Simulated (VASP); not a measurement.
Here is a VASP 6.6.1 calculation.

The input INCAR:

```
SYSTEM = MgO
ALGO = Normal
EDIFF = 1E-6
ENCUT = 520
GGA = CA
ISIF = 2
ISMEAR = 0
LASPH = .True.
LCHARG = .True.
LELF = .True.
LREAL = .False.
LVHAR = .True.
LWAVE = .False.
NBANDS = 11
NELM = 60
PREC = Accurate
SIGMA = 0.02
```

The input KPOINTS:

```
k-points
0
Gamma
  10 10 10
  0 0 0
```

File POSCAR:

```
MgO
1.0
    0.0000000000      2.0795793314      2.0795793314
    2.0795793314      0.0000000000      2.0795793314
    2.0795793314      2.0795793314      0.0000000000
Mg O
1 1
Direct
    0.0000000000      0.0000000000      0.0000000000
    0.5000000000      0.5000000000      0.5000000000
```

Potentials or basis: VASP PAW LDA potentials, release 64 (Mg, O).

Launch:

```console
$ cat potpaw_LDA.64/Mg/POTCAR potpaw_LDA.64/O/POTCAR > POTCAR
$ mpirun -np 1 vasp_std > vasp.out
```

Question: Predict the pressure.

Answer: -1.7 GPa.

Question: What does it give for the band gap on the k mesh?

Answer: 5.04 eV, direct.
